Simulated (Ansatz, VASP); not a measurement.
Two plane-wave programs on Ir

```
Ir
1.0
     0.00000    1.85359    1.85359
     1.85359    0.00000    1.85359
     1.85359    1.85359    0.00000
Ir
1
Cartesian
  0.0000 0.0000 0.0000
```

Alike in both runs: task single point; functional LDA; k mesh 23 × 23 × 23; occupations fermi-dirac, width 0.05 eV; collinear spin.

|  | VASP | Ansatz |
| --- | --- | --- |
| version | VASP 6.6.1 | Ansatz 0.2.0 |
| potentials or method | VASP PAW LDA potentials, release 64 (Ir_sv_GW), cutoff 560 eV | plane waves (420 eV) with PAW, scalar-relativistic |
| valence electrons in the cell | 17 | 17 |

```tsv
	VASP	Ansatz	Ansatz less VASP
net moment per atom (μB)	0.00	0.00	0.000
```

Ansatz warns that its potentials were made for another functional, while VASP's fit it. LDA's correlation is that of Perdew and Zunger in VASP and of Perdew and Wang (1992) in Ansatz. Ansatz's warnings: seeded moment not kept.

Neither program's run includes spin-orbit coupling.
